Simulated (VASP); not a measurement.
# Au (Fm-3m) in VASP: notebook, part 2 of 3

VASP 6.6.1.

## Step 3: Single point, PBEsol

This run uses another cell than the first one, of 17.03 Å³/atom, 1.164 times its volume.

Contents of INCAR:

```
SYSTEM = Au
ALGO = Normal
EDIFF = 1E-6
ENCUT = 520
GGA = PS
ISIF = 2
ISMEAR = 0
LASPH = .TRUE.
LCHARG = .FALSE.
LREAL = .FALSE.
LWAVE = .FALSE.
NBANDS = 12
NELM = 60
PREC = Accurate
SIGMA = 0.1
```

Contents of KPOINTS:

```
k-points
0
G
  18 18 18
  0 0 0
```

Contents of POSCAR:

```
Au
1.0
    0.0000000000      2.0419216047      2.0419216047
    2.0419216047      0.0000000000      2.0419216047
    2.0419216047      2.0419216047      0.0000000000
Au
1
Direct
    0.0000000000      0.0000000000      0.0000000000
```

Potentials or basis: VASP PAW PBE potentials, release 64 (Au).

Run with:

```bash
cat potpaw_PBE.64/Au/POTCAR > POTCAR
mpirun -np 1 vasp_std > vasp.out
```

OUTCAR:

```text
SYSTEM = Au
   EDIFF = 1E-6
   ENCUT = 520
   GGA = PS
   ISIF = 2
   ISMEAR = 0
   LASPH = .TRUE.
   LREAL = .FALSE.
   NELM = 60
   PREC = Accurate

 ion  position               nearest neighbor table
   1  0.000  0.000  0.000-

  LATTYP: Found a face centered cubic cell.
 ALAT       =     4.0838432094

  Lattice vectors:

 A1 = (   0.0000000000,   2.0419216047,   2.0419216047)
 A2 = (   2.0419216047,   0.0000000000,   2.0419216047)
 A3 = (   2.0419216047,   2.0419216047,   0.0000000000)

Analysis of symmetry for initial positions (statically):
=====================================================================
 Subroutine PRICEL returns:
 Original cell was already a primitive cell.

 Routine SETGRP: Setting up the symmetry group for a
 face centered cubic supercell.

 Subroutine GETGRP returns: Found 48 space group operations
 (whereof 48 operations were pure point group operations)
 out of a pool of 48 trial point group operations.

The static configuration has the point symmetry O_h .

Analysis of symmetry for dynamics (positions and initial velocities):
=====================================================================
 Subroutine PRICEL returns:
 Original cell was already a primitive cell.

 Routine SETGRP: Setting up the symmetry group for a
 face centered cubic supercell.

 Subroutine GETGRP returns: Found 48 space group operations
 (whereof 48 operations were pure point group operations)
 out of a pool of 48 trial point group operations.

The dynamic configuration has the point symmetry O_h .

 Subroutine INISYM returns: Found 48 space group operations
 (whereof 48 operations are pure point group operations),
 and found     1 'primitive' translations

----------------------------------------------------------------------------------------

                                     Primitive cell

  volume of cell :      17.0274

  direct lattice vectors                    reciprocal lattice vectors
     0.000000000  2.041921605  2.041921605    -0.244867383  0.244867383  0.244867383
     2.041921605  0.000000000  2.041921605     0.244867383 -0.244867383  0.244867383
     2.041921605  2.041921605  0.000000000     0.244867383  0.244867383 -0.244867383

  length of vectors
     2.887713227  2.887713227  2.887713227     0.424122749  0.424122749  0.424122749

  position of ions in fractional coordinates (direct lattice)
     0.000000000  0.000000000  0.000000000

  ion indices of the primitive-cell ions
   primitive index   ion index
                 1           1

----------------------------------------------------------------------------------------

 KPOINTS: k-points

Automatic generation of k-mesh.
 Grid dimensions read from file:
 generate k-points for:   18   18   18

 Generating k-lattice:

  Cartesian coordinates                     Fractional coordinates (reciprocal lattice)
    -0.013603744  0.013603744  0.013603744     0.055555556  0.000000000  0.000000000
     0.013603744 -0.013603744  0.013603744     0.000000000  0.055555556  0.000000000
     0.013603744  0.013603744 -0.013603744     0.000000000  0.000000000  0.055555556

  Length of vectors
     0.023562375  0.023562375  0.023562375

  Shift w.r.t. Gamma in fractional coordinates (k-lattice)
     0.000000000  0.000000000  0.000000000

 Subroutine IBZKPT returns following result:
 ===========================================

 Found    195 irreducible k-points:

 Following reciprocal coordinates:
            Coordinates               Weight
  0.000000  0.000000  0.000000      1.000000
  0.055556  0.000000  0.000000      8.000000
  0.111111  0.000000  0.000000      8.000000
  0.166667  0.000000  0.000000      8.000000
  0.222222  0.000000  0.000000      8.000000
  0.277778  0.000000  0.000000      8.000000
[... 16 lines left out ...]
 -0.277778  0.055556  0.000000     24.000000
 -0.222222  0.055556  0.000000     24.000000
 [... further k-points ...]
   k-points           NKPTS =    195   k-points in BZ     NKDIM =    195   number of bands    NBANDS=     12
   number of dos      NEDOS =    301   number of ions     NIONS =      1
   total plane-waves  NPLWV =  13824
   dimension x,y,z NGX =    24 NGY =   24 NGZ =   24
   dimension x,y,z NGXF=    48 NGYF=   48 NGZF=   48
   ions per type =               1
   NGX,Y,Z   is equivalent  to a cutoff of  13.82, 13.82, 13.82 a.u.
   NGXF,Y,Z  is equivalent  to a cutoff of  27.63, 27.63, 27.63 a.u.
 SYSTEM =  Au
   PREC   = accura    normal or accurate (medium, high low for compatibility)
   ISTART =      0    job   : 0-new  1-cont  2-samecut
   ICHARG =      2    charge: 1-file 2-atom 10-const
   ISPIN  =      1    spin polarized calculation?
   LNONCOLLINEAR =      F non collinear calculations
   LSORBIT =      F    spin-orbit coupling
   LASPH  =      T    aspherical Exc in radial PAW
   ENCUT  =  520.0 eV  38.22 Ry    6.18 a.u.   5.37  5.37  5.37*2*pi/ulx,y,z
   NELM   =     60;   NELMIN=  2; NELMDL= -5     # of ELM steps
   EDIFF  = 0.1E-05   stopping-criterion for ELM
   LREAL  =      F    real-space projection
   EDIFFG = 0.1E-04   stopping-criterion for IOM
   NSW    =      0    number of steps for IOM
   IBRION =     -1    ionic relax: 0-MD 1-quasi-New 2-CG
   NFREE  =      0    steps in history (QN), initial steepest desc. (CG)
   ISIF   =      2    stress and relaxation
   ISYM   =      2    0-nonsym 1-usesym 2-fastsym
   POTIM  = 0.5000    time-step for ionic-motion
   TEBEG  =    0.0;   TEEND  =   0.0 temperature during run
   PSTRESS=    0.0 pullay stress
   NELECT =      11.0000    total number of electrons
   NUPDOWN=      -1.0000    fix difference up-down
   EMIN   =  10.00;   EMAX   =-10.00  energy-range for DOS
   EFERMI =   0.00;   METHOD = LEGACY
   ISMEAR =     0;   SIGMA  =   0.10  broadening in eV -4-tet -1-fermi 0-gaus
   EFERMI_NEDOS =   21; number of points for ismear=-14 and -15
   IALGO  =     38    algorithm
   IMIX   =      4    mixing-type and parameters
     AMIX     =   0.40;   BMIX     =  1.00
     AMIX_MAG =   1.60;   BMIX_MAG =  1.00
  volume/ion in A,a.u.               =      17.03       114.91
  Fermi-wavevector in a.u.,A,eV,Ry     =   1.415218  2.674374 27.250318  2.002842
  Thomas-Fermi vector in A             =   2.536679
   LORBIT       =      0    0 simple, 1 ext, 2 COOP (PROOUT), +10 PAW based schemes
   GGA     = PS    functional components
   LHFCALC =     F    Hartree Fock is set to
   AEXX    =    0.0000 exact exchange contribution
   IVDW    =     0    specifies the selected vdW correction
   LEPSILON=     F    determine dielectric tensor
   LRPA    =     F    only Hartree local field effects (RPA)
 non-spin polarized calculation
 Gauss-broadening in eV      SIGMA  =   0.10
  energy-cutoff  :      520.00
  volume of cell :       17.03
 maximum number of plane-waves:       473
 NGX is ok and might be reduce to    24
   NGX = 11   NGY = 11   NGZ = 11

 number of electron      11.0000000 magnetization

 Free energy of the ion-electron system (eV)
  ---------------------------------------------------
  ext. energy  EPLUGINS =         0.00000000
  ---------------------------------------------------
  free energy    TOTEN  =        -3.92508292 eV

  energy without entropy =       -3.92366173  energy(sigma->0) =       -3.92437233

 E-fermi :   9.2621     XC(G=0): -12.8894

 val. band max:        9.2599523189   @ k =   0.5000   0.1667   0.0556
 cond. band min:       9.2669402741   @ k =   0.5000   0.2778   0.1111
 fundamental gap:      0.0069879552
 Fermi energy:         9.2621194764

 k-point     1 :       0.0000    0.0000    0.0000
  band No.  band energies     occupation
      1      -0.6374      2.00000
      2       4.6103      2.00000
      3       4.6103      2.00000
      4       4.6103      2.00000
      5       6.1428      2.00000
      6       6.1428      2.00000
      7      23.7910      0.00000
      8      27.7904      0.00000
      9      27.7904      0.00000
     10      27.7904      0.00000
     11      32.6593      0.00000
     12      37.3328      0.00000
[... 331 lines left out ...]
 k-point    24 :      -0.2222    0.0556    0.0000
  band No.  band energies     occupation
      1       1.1664      2.00000
      2       4.3327      2.00000
      3       4.9170      2.00000
      4       4.9562      2.00000
      5       6.0447      2.00000
      6       6.5294      2.00000
      7      20.8450      0.00000
      8      24.8783      0.00000
      9      27.8085      0.00000
     10      30.0814      0.00000
     11      30.6886      0.00000
     12      32.1293      0.00000

 [... further k-points ...]

------------------------ aborting loop because EDIFF is reached ----------------------------------------

  FORCE on cell =-STRESS in cart. coord.  units (eV):
  Direction    XX          YY          ZZ          XY          YZ          ZX
  --------------------------------------------------------------------------------------
  -------------------------------------------------------------------------------------
  Total       -0.0331317     -0.0331317     -0.0331317      0.0000000      0.0000000     -0.0000000
  in kB       -3.1175016     -3.1175016     -3.1175016      0.0000000      0.0000000     -0.0000000
  external PRESSURE =      -3.1175016 kB  Pullay stress =       0.0000000 kB

 VOLUME and BASIS-vectors are now :
 -----------------------------------------------------------------------------
  energy-cutoff  :      520.00
  volume of cell :       17.03
      direct lattice vectors                 reciprocal lattice vectors
     0.000000000  2.041921605  2.041921605    -0.244867383  0.244867383  0.244867383
     2.041921605  0.000000000  2.041921605     0.244867383 -0.244867383  0.244867383
     2.041921605  2.041921605  0.000000000     0.244867383  0.244867383 -0.244867383

 POSITION                                       TOTAL-FORCE (eV/Angst)
 -----------------------------------------------------------------------------------
      0.00000      0.00000      0.00000         0.000000      0.000000      0.000000
 -----------------------------------------------------------------------------------
    total drift:                               -0.000000      0.000000      0.000000

  FREE ENERGIE OF THE ION-ELECTRON SYSTEM (eV)
  ---------------------------------------------------
  free  energy   TOTEN  =        -3.9250829249 eV

  energy  without entropy=       -3.9236617286  energy(sigma->0) =       -3.92437233
```

OSZICAR:

```text
N       E                     dE             d eps       ncg     rms          rms(c)
DAV:   1     0.490585447183E+02    0.49059E+02   -0.56115E+03  4832   0.817E+02
DAV:   2    -0.354123633217E+01   -0.52600E+02   -0.49251E+02  5484   0.187E+02
DAV:   3    -0.426075220801E+01   -0.71952E+00   -0.71877E+00  5640   0.211E+01
DAV:   4    -0.426311675413E+01   -0.23645E-02   -0.23644E-02  5648   0.139E+00
DAV:   5    -0.426313364903E+01   -0.16895E-04   -0.16894E-04  5696   0.112E-01    0.962E+00
DAV:   6    -0.395071986057E+01    0.31241E+00   -0.84571E-01  5056   0.737E+00    0.594E+00
DAV:   7    -0.392807375436E+01    0.22646E-01   -0.73123E-02  5576   0.215E+00    0.287E+00
DAV:   8    -0.392509674216E+01    0.29770E-02   -0.17678E-03  5260   0.393E-01    0.308E-01
DAV:   9    -0.392508006314E+01    0.16679E-04   -0.10382E-05  5616   0.298E-02    0.103E-02
DAV:  10    -0.392508289532E+01   -0.28322E-05   -0.11740E-06  5580   0.857E-03    0.891E-04
DAV:  11    -0.392508292491E+01   -0.29593E-07   -0.59373E-08  3024   0.202E-03
   1 F= -.39250829E+01 E0= -.39243723E+01  d E =-.142120E-02
```

Run time: 40 s. Hardware: 1 thread of AMD EPYC 7R13 (Zen 3), shared host; peak memory 0.14 GiB.

What came out:

```yaml
Free_energy: -3.9251 eV
Pressure: -0.3 GPa
```

Levels at points of the mesh, in eV from the Fermi level:
| k point | band 4 | band 5 | band 6 | band 7 | band 8 | band 9 |
| --- | --- | --- | --- | --- | --- | --- |
| (0.00, 0.00, 0.00) | -4.65 | -3.12 | -3.12 | 14.53 | 18.53 | 18.53 |
| (0.50, 0.00, 0.00) | -1.91 | -1.91 | -1.00 | 3.09 | 13.97 | 17.13 |
| (0.50, 0.50, 0.00) | -1.59 | -1.59 | 0.98 | 5.78 | 9.99 | 9.99 |

Caveat: the PAW data sets were made with another functional, which shifts forces and pressure a little; spin-orbit coupling is left out, which moves the levels of the heavy elements.

## Step 4: Relaxation of cell and atoms, PBEsol

This run uses another cell than the first one, of 17.11 Å³/atom, 1.170 times its volume.

Contents of INCAR:

```
SYSTEM = Au
PREC = Accurate
ENCUT = 600
EDIFF = 1E-7
ISMEAR = 0
SIGMA = 0.1
LREAL = .FALSE.
LASPH = .TRUE.
NELM = 100
ALGO = Fast
ISIF = 3
LWAVE = .FALSE.
LCHARG = .FALSE.
GGA = PS
IBRION = 2
NSW = 80
EDIFFG = -0.01
```

Contents of KPOINTS:

```
Automatic mesh
0
G
  18 18 18
  0 0 0
```

Contents of POSCAR:

```
Au
1.0
    0.0000000000      2.0451957214      2.0451957214
    2.0451957214      0.0000000000      2.0451957214
    2.0451957214      2.0451957214      0.0000000000
Au
1
Direct
    0.0000000000      0.0000000000      0.0000000000
```

Run with:

```bash
cat potpaw_PBE.64/Au/POTCAR > POTCAR
mpirun -np 1 vasp_std > vasp.out
```

Wall time 90 s (1 thread of AMD EPYC 7R13 (Zen 3), shared host); peak memory 0.14 GiB.

Results (log left out):

* Free energy: -3.9250 eV
* Relaxed volume: 17.01 Å³/atom
* Relaxed cell: a = 2.887 Å, b = 2.887 Å, c = 2.887 Å, α = 60.00°, β = 60.00°, γ = 60.00°
* Space group after relaxing (to 0.05 Å): Fm-3m (No. 225)
* Energy gained by relaxing: 0.3 meV/atom
* Ionic steps: 3
* Pressure after relaxing: 0.0 GPa

The path:
| step | energy change (eV) | largest force (eV/Å) | pressure (GPa) | volume (Å³) |
| --- | --- | --- | --- | --- |
| 1 | 0.0000 | 0.0000 | -1.03 | 17.11 |
| 2 | 0.0006 | 0.0000 | 1.75 | 16.84 |
| 3 | -0.0003 | 0.0000 | 0.03 | 17.01 |

Final structure:
```
Au
1.0
     0.00000    2.04114    2.04114
     2.04114    0.00000    2.04114
     2.04114    2.04114    0.00000
Au
1
Direct
  0.00000 0.00000 0.00000
```

Levels at points of the mesh, in eV from the Fermi level:
```
           k point  band 3  band 4  band 5  band 6  band 7  band 8  band 9
(0.00, 0.00, 0.00)   -4.66   -4.66   -3.12   -3.12   14.53   18.53   18.53
(0.50, 0.00, 0.00)   -4.69   -1.92   -1.92   -1.01    3.09   13.97   17.14
(0.50, 0.50, 0.00)   -1.96   -1.59   -1.59    0.98    5.79    9.99    9.99
```

Caveat: the PAW data sets were made with another functional, which shifts forces and pressure a little; spin-orbit coupling is left out, which moves the levels of the heavy elements.

(Continued in part 3 of 3.)
